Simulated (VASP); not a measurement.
# Ta3Sb4 (P-3m1) in VASP: notebook

Ta3Sb4 is run at these levels: PBE; tasks: relaxation of cell and atoms, single point.

Everything below comes from runs of VASP 6.6.1. Logs are shortened: lines on timing, memory, paths and dates and some standing lists are left out, and cuts for length are marked.

## 1. The cell of the first run

It takes space group P-3m1 (No. 164, trigonal). Conventional cell: a = 4.329 Å, b = 4.329 Å, c = 13.421 Å, α = 90.00°, β = 90.00°, γ = 120.00°. Within 4.0 Å of Ta (site symmetry 3m) lie 6 Sb at 3.01 Å and 1 Ta at 3.36 Å. Ta (site symmetry -3m) has 6 Sb at 3.01 Å and 2 Ta at 3.36 Å within 4.0 Å. Within 4.0 Å of Sb (site symmetry 3m) lie 6 Ta at 3.01 Å. Within 4.0 Å of Sb (site symmetry 3m) lie 3 Ta at 3.01 Å.

## 2. Relaxation of cell and atoms, PBE (atoms taken out)

Contents of INCAR:

```
SYSTEM = Ta3Sb4
PREC = Accurate ; ENCUT = 600
EDIFF = 1E-7 ; ISMEAR = 0
SIGMA = 0.1 ; LREAL = .FALSE.
LASPH = .TRUE. ; NELM = 100
ALGO = Normal ; ISIF = 3
LWAVE = .FALSE. ; LCHARG = .FALSE.
GGA = PE ; IBRION = 2
NSW = 90 ; EDIFFG = -0.04
```

Contents of KPOINTS:

```
regular mesh
0
G
  6 6 2
  0 0 0
```

Contents of POSCAR:

```
Ta3Sb4
1.0
    4.3294964000      0.0000000000      0.0000000000
   -2.1647482000      3.7494538700      0.0000000000
    0.0000000000      0.0000000000     13.4214388500
Ta Sb
3 4
Direct
    0.0000000000      0.0000000000      0.7500000000
    0.0000000000      0.0000000000      0.2500000000
    0.0000000000      0.0000000000      0.0000000000
    0.3333333300      0.6666666700      0.8750000000
    0.3333333300      0.6666666700      0.3750000000
    0.6666666700      0.3333333300      0.1250000000
    0.6666666700      0.3333333300      0.6250000000
```

Potentials or basis: VASP PAW PBE potentials, release 64 (Ta_pv, Sb).

Run with:

```sh
cat potpaw_PBE.64/Ta_pv/POTCAR potpaw_PBE.64/Sb/POTCAR > POTCAR
mpirun -np 1 vasp_std > vasp.out
```

OUTCAR:

```text
SYSTEM = Ta3Sb4
   PREC = Accurate
   ENCUT = 600
   EDIFF = 1E-7
   ISMEAR = 0
   LREAL = .FALSE.
   LASPH = .TRUE.
   NELM = 100
   ISIF = 3
   GGA = PE
   IBRION = 2
   NSW = 90
   EDIFFG = -0.04

 ion  position               nearest neighbor table
   1  0.000  0.000  0.750-   4 3.01   7 3.01   7 3.01   4 3.01   7 3.01   4 3.01   3 3.36
   2  0.000  0.000  0.250-   5 3.01   6 3.01   6 3.01   5 3.01   6 3.01   5 3.01   3 3.36
   3  0.000  0.000  0.000-   4 3.01   6 3.01   6 3.01   4 3.01   6 3.01   4 3.01   1 3.36   2 3.36

   4  0.333  0.667  0.875-   1 3.01   3 3.01   1 3.01   3 3.01   1 3.01   3 3.01
   5  0.333  0.667  0.375-   2 3.01   2 3.01   2 3.01
   6  0.667  0.333  0.125-   2 3.01   3 3.01   2 3.01   3 3.01   2 3.01   3 3.01
   7  0.667  0.333  0.625-   1 3.01   1 3.01   1 3.01

  LATTYP: Found a hexagonal cell.
 ALAT       =     4.3294964000
 C/A-ratio  =     3.1000000023

  Lattice vectors:

 A1 = (   4.3294964000,   0.0000000000,   0.0000000000)
 A2 = (  -2.1647482000,   3.7494538700,   0.0000000000)
 A3 = (   0.0000000000,   0.0000000000,  13.4214388500)

Analysis of symmetry for initial positions (statically):
=====================================================================
 Subroutine PRICEL returns:
 Original cell was already a primitive cell.

 Routine SETGRP: Setting up the symmetry group for a
 hexagonal supercell.

 Subroutine GETGRP returns: Found 12 space group operations
 (whereof 12 operations were pure point group operations)
 out of a pool of 24 trial point group operations.

The static configuration has the point symmetry D_3d.

Analysis of symmetry for dynamics (positions and initial velocities):
=====================================================================
 Subroutine PRICEL returns:
 Original cell was already a primitive cell.

 Routine SETGRP: Setting up the symmetry group for a
 hexagonal supercell.

 Subroutine GETGRP returns: Found 12 space group operations
 (whereof 12 operations were pure point group operations)
 out of a pool of 24 trial point group operations.

The dynamic configuration has the point symmetry D_3d.

 Subroutine INISYM returns: Found 12 space group operations
 (whereof 12 operations are pure point group operations),
 and found     1 'primitive' translations

----------------------------------------------------------------------------------------

                                     Primitive cell

  volume of cell :     217.8735

  direct lattice vectors                    reciprocal lattice vectors
     4.329496400  0.000000000  0.000000000     0.230973746  0.133352754  0.000000000
    -2.164748200  3.749453870  0.000000000     0.000000000  0.266705508  0.000000000
     0.000000000  0.000000000 13.421438850     0.000000000  0.000000000  0.074507660

  length of vectors
     4.329496400  4.329496402 13.421438850     0.266705508  0.266705508  0.074507660

  position of ions in fractional coordinates (direct lattice)
     0.000000000  0.000000000  0.750000000
     0.000000000  0.000000000  0.250000000
     0.000000000  0.000000000  0.000000000
     0.333333330  0.666666670  0.875000000
     0.333333330  0.666666670  0.375000000
     0.666666670  0.333333330  0.125000000
     0.666666670  0.333333330  0.625000000

  ion indices of the primitive-cell ions
   primitive index   ion index
                 1           1
                 2           2
                 3           3
                 4           4
                 5           5
                 6           6
                 7           7

----------------------------------------------------------------------------------------

 KPOINTS: regular mesh

Automatic generation of k-mesh.
 Grid dimensions read from file:
 generate k-points for:    6    6    2

 Generating k-lattice:

  Cartesian coordinates                     Fractional coordinates (reciprocal lattice)
     0.038495624  0.022225459  0.000000000     0.166666667  0.000000000  0.000000000
     0.000000000  0.044450918  0.000000000     0.000000000  0.166666667  0.000000000
     0.000000000  0.000000000  0.037253830     0.000000000  0.000000000  0.500000000

  Length of vectors
     0.044450918  0.044450918  0.037253830

  Shift w.r.t. Gamma in fractional coordinates (k-lattice)
     0.000000000  0.000000000  0.000000000

 Subroutine IBZKPT returns following result:
 ===========================================

 Found     14 irreducible k-points:

 Following reciprocal coordinates:
            Coordinates               Weight
  0.000000  0.000000  0.000000      1.000000
  0.166667 -0.000000  0.000000      6.000000
  0.333333  0.000000  0.000000      6.000000
  0.500000  0.000000  0.000000      3.000000
  0.166667  0.166667  0.000000      6.000000
  0.333333  0.166667  0.000000     12.000000
  0.333333  0.333333  0.000000      2.000000
  0.000000  0.000000  0.500000      1.000000
  0.166667 -0.000000  0.500000      6.000000
  0.333333  0.000000  0.500000      6.000000
  0.500000  0.000000  0.500000      3.000000
  0.166667  0.166667  0.500000      6.000000
  0.333333  0.166667  0.500000     12.000000
  0.333333  0.333333  0.500000      2.000000
   k-points           NKPTS =     14   k-points in BZ     NKDIM =     14   number of bands    NBANDS=     31
   number of dos      NEDOS =    301   number of ions     NIONS =      7
   total plane-waves  NPLWV = 139968
   dimension x,y,z NGX =    36 NGY =   36 NGZ =  108
   dimension x,y,z NGXF=    72 NGYF=   72 NGZF=  216
   ions per type =               3   4
   NGX,Y,Z   is equivalent  to a cutoff of  13.82, 13.82, 13.38 a.u.
   NGXF,Y,Z  is equivalent  to a cutoff of  27.65, 27.65, 26.76 a.u.
 SYSTEM =  Ta3Sb4
   PREC   = accura    normal or accurate (medium, high low for compatibility)
   ISTART =      0    job   : 0-new  1-cont  2-samecut
   ICHARG =      2    charge: 1-file 2-atom 10-const
   ISPIN  =      1    spin polarized calculation?
   LNONCOLLINEAR =      F non collinear calculations
   LSORBIT =      F    spin-orbit coupling
   LASPH  =      T    aspherical Exc in radial PAW
   ENCUT  =  600.0 eV  44.10 Ry    6.64 a.u.   8.65  8.65 26.81*2*pi/ulx,y,z
   NELM   =    100;   NELMIN=  2; NELMDL= -5     # of ELM steps
   EDIFF  = 0.1E-06   stopping-criterion for ELM
   LREAL  =      F    real-space projection
   EDIFFG = -.4E-01   stopping-criterion for IOM
   NSW    =     90    number of steps for IOM
   IBRION =      2    ionic relax: 0-MD 1-quasi-New 2-CG
   NFREE  =      1    steps in history (QN), initial steepest desc. (CG)
   ISIF   =      3    stress and relaxation
   ISYM   =      2    0-nonsym 1-usesym 2-fastsym
   POTIM  = 0.5000    time-step for ionic-motion
   TEBEG  =    0.0;   TEEND  =   0.0 temperature during run
   PSTRESS=    0.0 pullay stress
   NELECT =      53.0000    total number of electrons
   NUPDOWN=      -1.0000    fix difference up-down
   EMIN   =  10.00;   EMAX   =-10.00  energy-range for DOS
   EFERMI =   0.00;   METHOD = LEGACY
   ISMEAR =     0;   SIGMA  =   0.10  broadening in eV -4-tet -1-fermi 0-gaus
   EFERMI_NEDOS =   21; number of points for ismear=-14 and -15
   IALGO  =     38    algorithm
   IMIX   =      4    mixing-type and parameters
     AMIX     =   0.40;   BMIX     =  1.00
     AMIX_MAG =   1.60;   BMIX_MAG =  1.00
  volume/ion in A,a.u.               =      31.12       210.04
  Fermi-wavevector in a.u.,A,eV,Ry     =   1.021955  1.931216 14.209829  1.044393
  Thomas-Fermi vector in A             =   2.155608
   LORBIT       =      0    0 simple, 1 ext, 2 COOP (PROOUT), +10 PAW based schemes
   GGA     = PE    functional components
   LHFCALC =     F    Hartree Fock is set to
   AEXX    =    0.0000 exact exchange contribution
   IVDW    =     0    specifies the selected vdW correction
   LEPSILON=     F    determine dielectric tensor
   LRPA    =     F    only Hartree local field effects (RPA)
 conjugate gradient relaxation of ions
 non-spin polarized calculation
 Gauss-broadening in eV      SIGMA  =   0.10
  energy-cutoff  :      600.00
  volume of cell :      217.87
 maximum number of plane-waves:      7304
 NGX is ok and might be reduce to    36
   NGX = 17   NGY = 17   NGZ = 53

--------------------------------------- Ionic step        1  -------------------------------------------

 number of electron      52.9999998 magnetization

 Free energy of the ion-electron system (eV)
  ---------------------------------------------------
  ext. energy  EPLUGINS =         0.00000000
  ---------------------------------------------------
  free energy    TOTEN  =       -48.42162496 eV

  energy without entropy =      -48.38150310  energy(sigma->0) =      -48.40156403

 E-fermi :   4.6171     XC(G=0):  -9.5003

 val. band max:        4.5953120959   @ k =   0.0000   0.0000   0.0000
 cond. band min:       4.6200952925   @ k =   0.1667   0.1667   0.5000
 fundamental gap:      0.0247831966
 Fermi energy:         4.6171191969

 k-point     1 :       0.0000    0.0000    0.0000
  band No.  band energies     occupation
      1     -30.9672      2.00000
      2     -30.9672      2.00000
      3     -30.9206      2.00000
      4     -30.9206      2.00000
      5     -30.9200      2.00000
      6     -30.9200      2.00000
[... 581 lines left out ...]
  FREE ENERGIE OF THE ION-ELECTRON SYSTEM (eV)
  ---------------------------------------------------
  free  energy   TOTEN  =       -50.1773949057 eV

  energy  without entropy=      -50.1534830292  energy(sigma->0) =      -50.16543897

[... ionic steps 4 to 34 ...]

--------------------------------------- Ionic step       35  -------------------------------------------

 number of electron      52.9999996 magnetization

------------------------ aborting loop because EDIFF is reached ----------------------------------------

  FORCE on cell =-STRESS in cart. coord.  units (eV):
  Direction    XX          YY          ZZ          XY          YZ          ZX
  --------------------------------------------------------------------------------------
  -------------------------------------------------------------------------------------
  Total        0.0525005      0.0525005      0.0415418      0.0000000     -0.0000000     -0.0000000
  in kB        0.5414025      0.5414025      0.4283925      0.0000000     -0.0000000     -0.0000000
  external PRESSURE =       0.5037325 kB  Pullay stress =       0.0000000 kB
[... 67 lines left out ...]
  energy  without entropy=      -51.1124965448  energy(sigma->0) =      -51.12421384

--------------------------------------- Ionic step       37  -------------------------------------------

 number of electron      52.9999995 magnetization

 Free energy of the ion-electron system (eV)
  ---------------------------------------------------
  ext. energy  EPLUGINS =         0.00000000
  ---------------------------------------------------
  free energy    TOTEN  =       -51.13610305 eV

  energy without entropy =      -51.11250710  energy(sigma->0) =      -51.12430507

 E-fermi :   8.0243     XC(G=0): -11.2032

 val. band max:        8.0161319651   @ k =   0.1667   0.1667   0.0000
 cond. band min:       8.0474504778   @ k =   0.1667   0.1667   0.0000
 fundamental gap:      0.0313185128
 Fermi energy:         8.0242535425

 k-point     1 :       0.0000    0.0000    0.0000
  band No.  band energies     occupation
      1     -26.8677      2.00000
      2     -26.6916      2.00000
      3     -26.6901      2.00000
      4     -26.6635      2.00000
      5     -26.6635      2.00000
      6     -26.5843      2.00000
[... 499 lines left out ...]
  FREE ENERGIE OF THE ION-ELECTRON SYSTEM (eV)
  ---------------------------------------------------
  free  energy   TOTEN  =       -51.1361030466 eV

  energy  without entropy=      -51.1125071016  energy(sigma->0) =      -51.12430507

 reached required accuracy - stopping structural energy minimisation
```

Run time: 30 min. Hardware: 1 thread of Intel Xeon 6975P-C (Granite Rapids), shared host; peak memory 0.51 GiB.

Results:

- Free energy: -51.1361 eV
- Relaxed volume: 22.21 Å³/atom
- Relaxed cell: a = 3.528 Å, b = 3.528 Å, c = 14.426 Å, α = 90.00°, β = 90.00°, γ = 120.00°
- Space group after relaxing (to 0.1 Å): P-3m1 (No. 164)
- Energy gained by relaxing: 387.8 meV/atom
- Ionic steps: 37
- Pressure after relaxing: 0.0 GPa
- Largest force after relaxing: 0.027 eV/Å
- Band gap on the k mesh: zero (an odd number of electrons rules out a gap without spin polarisation)

Forces on the atoms (eV/Å):
```
Ta   0.000  0.000  0.002
Ta   0.000  0.000 -0.002
Ta   0.000  0.000  0.000
Sb   0.000  0.000  0.027
Sb   0.000  0.000 -0.008
Sb   0.000  0.000 -0.027
Sb   0.000  0.000  0.008
```

Step by step:
| step | energy change (eV) | largest force (eV/Å) | pressure (GPa) | volume (Å³) |
| --- | --- | --- | --- | --- |
| 1 | 0.0000 | 1.3881 | -12.23 | 217.87 |
| 2 | 0.3836 | 3.0735 | 26.34 | 151.23 |
| 3 | -1.7558 | 0.2204 | -0.77 | 181.69 |
| 4 | -1.7584 | 0.2692 | -0.25 | 180.73 |
| 5 | -1.7582 | 0.3160 | 0.14 | 180.04 |
| 6 | -1.7768 | 0.3027 | 0.16 | 179.40 |
| 7 | -1.7956 | 0.3775 | 0.27 | 177.87 |
| 8 | -1.8111 | 0.3142 | -0.46 | 178.28 |
| 9 | -1.8200 | 0.2314 | -1.47 | 178.86 |
| 10 | -1.8280 | 0.2059 | -1.38 | 178.32 |
| 11 | -1.8542 | 0.3029 | -1.12 | 176.68 |
| 12 | -1.9281 | 0.6184 | -0.65 | 173.38 |
| 13 | -2.0861 | 1.3232 | 0.48 | 166.75 |
| 14 | -1.9168 | 3.2508 | 5.73 | 153.36 |
| 15 | -2.1174 | 1.8101 | 1.24 | 163.46 |
| 16 | -2.1203 | 2.0043 | 1.65 | 162.14 |
| 17 | -2.1247 | 2.0412 | 1.70 | 161.87 |
| 18 | -2.1364 | 2.1500 | 1.85 | 161.05 |
| 19 | -2.1506 | 2.3502 | 2.23 | 159.40 |
| 20 | -2.1680 | 2.3195 | 2.11 | 159.37 |
| 21 | -2.2180 | 2.2257 | 1.78 | 159.29 |
| 22 | -2.3086 | 2.0329 | 1.13 | 159.12 |
| 23 | -2.4532 | 1.6402 | -0.03 | 158.74 |
| 24 | -2.6117 | 0.9081 | -1.89 | 157.81 |
| 25 | -2.6174 | 0.8384 | -2.25 | 157.55 |
| 26 | -2.6568 | 0.6881 | -1.18 | 155.97 |
| 27 | -2.6862 | 0.3913 | 0.88 | 153.23 |
| 28 | -2.6967 | 0.3180 | 0.55 | 153.76 |
| 29 | -2.7092 | 0.1413 | -0.27 | 155.26 |
| 30 | -2.7118 | 0.0894 | 0.03 | 155.03 |
| 31 | -2.7126 | 0.0966 | 0.29 | 154.84 |
| 32 | -2.7137 | 0.0569 | 0.05 | 155.22 |
| 33 | -2.7139 | 0.0418 | -0.10 | 155.48 |
| 34 | -2.7142 | 0.0459 | -0.01 | 155.41 |
| 35 | -2.7143 | 0.0487 | 0.05 | 155.37 |
| 36 | -2.7143 | 0.0498 | 0.07 | 155.35 |
| 37 | -2.7145 | 0.0270 | 0.00 | 155.47 |

Final structure:
```
CELL_PARAMETERS angstrom
3.52766 0.00000 0.00000
-1.76383 3.05504 0.00000
0.00000 0.00000 14.42590
ATOMIC_POSITIONS crystal
Ta 0.00000 0.00000 0.72695
Ta 0.00000 0.00000 0.27305
Ta 0.00000 0.00000 0.00000
Sb 0.33333 0.66667 0.86381
Sb 0.33333 0.66667 0.40770
Sb 0.66667 0.33333 0.13619
Sb 0.66667 0.33333 0.59230
```

Caveat: the cell differs from its parent crystal (atoms taken out); the volume moved by over 15 % at a fixed basis, so the end points are rough; spin-orbit coupling is left out, which moves the levels of the heavy elements; an odd number of electrons without spin polarisation forces a metal; a magnetic or distorted state may lie lower.

## 3. Single point, PBE (atoms taken out)

Contents of INCAR:

```
ALGO = Normal
EDIFF = 1E-6
ENCUT = 520
GGA = PE
ISIF = 2
ISMEAR = 0
LASPH = T
LCHARG = F
LREAL = F
LWAVE = F
NBANDS = 36
NELM = 60
PREC = Accurate
SIGMA = 0.1
```

Contents of KPOINTS:

```
k-points
0
Gamma
  12 12 4
```

Contents of POSCAR:

```
Ta3Sb4
1.0
    3.5436026587      0.0000000000      0.0000000000
   -1.7718013293      3.0688499233      0.0000000000
    0.0000000000      0.0000000000     14.3184089664
Ta Sb
3 4
Direct
    0.0000000000      0.0000000000      0.7269939214
    0.0000000000      0.0000000000      0.2730060786
    0.0000000000      0.0000000000      0.0000000000
    0.3333333333      0.6666666667      0.8637383546
    0.3333333333      0.6666666667      0.4082046096
    0.6666666667      0.3333333333      0.1362616454
    0.6666666667      0.3333333333      0.5917953904
```

Potentials or basis: VASP PAW PBE potentials, release 64 (Ta_pv, Sb).

Run with:

```sh
cat potpaw_PBE.64/Ta_pv/POTCAR potpaw_PBE.64/Sb/POTCAR > POTCAR
mpirun -np 1 vasp_std > vasp.out
```

It took 3.1 min on 1 thread of Intel Xeon 6975P-C (Granite Rapids), shared host; peak memory 0.48 GiB.

The run converged. Its results:

* Free energy: -51.1470 eV
* Pressure: 0.0 GPa
* Largest force: 0.013 eV/Å
* Band gap on the k mesh: zero (an odd number of electrons rules out a gap without spin polarisation)

Forces on the atoms (eV/Å):
```
Ta   0.000  0.000 -0.013
Ta   0.000  0.000  0.013
Ta   0.000  0.000  0.000
Sb   0.000  0.000  0.001
Sb   0.000  0.000  0.006
Sb   0.000  0.000 -0.001
Sb   0.000  0.000 -0.006
```

Levels at points of the mesh, in eV from the Fermi level:
```tsv
k point	band 24	band 25	band 26	band 27	band 28	band 29
(0.00, 0.00, 0.00)	-0.41	0.40	0.46	0.46	0.75	0.75
(0.50, 0.00, 0.00)	-1.59	-1.38	-0.24	0.16	0.18	1.63
(0.00, 0.00, 0.50)	-0.31	0.20	0.46	0.46	0.76	0.76
(0.50, 0.00, 0.50)	-1.42	-1.40	-0.72	0.09	0.83	1.55
```

Caveat: the cell differs from its parent crystal (atoms taken out); spin-orbit coupling is left out, which moves the levels of the heavy elements; an odd number of electrons without spin polarisation forces a metal; a magnetic or distorted state may lie lower.

The gap in the log of VASP goes by the Fermi energy; the results here count the filled bands.